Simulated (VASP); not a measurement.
A run of VASP 6.6.1 is set up as follows.

INCAR

```
SYSTEM = BaF2
PREC = Accurate ; ENCUT = 600
EDIFF = 1E-6 ; ISMEAR = -1
SIGMA = 0.1 ; LREAL = .FALSE.
LASPH = .TRUE. ; NELM = 120
ALGO = Normal ; ISIF = 2
LWAVE = .FALSE. ; LCHARG = .TRUE.
GGA = PS ; LELF = .TRUE.
LVHAR = .TRUE. ; NBANDS = 19
GGA_COMPAT = .FALSE.
```

Contents of KPOINTS:

```
regular mesh
0
G
  10 10 10
  0 0 0
```

POSCAR

```
BaF2
1.0
    3.0689010630      3.0689010630      0.0000000000
   -3.0689010630      3.0689010630      0.0000000000
    0.0000000000      3.0689010630      3.0689010630
Ba F
1 2
Direct
    0.0000000000      0.0000000000      0.0000000000
    0.2500000000      0.7500000000      0.5000000000
    0.7500000000      0.2500000000      0.5000000000
```

Potentials or basis: VASP PAW PBE potentials, release 64 (Ba_sv, F).

Run with:

```sh
$ cat potpaw_PBE.64/Ba_sv/POTCAR potpaw_PBE.64/F/POTCAR > POTCAR
$ mpirun -np 1 vasp_std > vasp.out
```

(1) Estimate the pressure.

(2) Estimate the band gap on the k mesh.

Results:

(1) 1.2 GPa.

(2) 6.75 eV (least direct gap 6.85 eV).

Caveat: the PAW data sets were made with another functional, which shifts forces and pressure a little; spin-orbit coupling is left out, which moves the levels of the heavy elements.
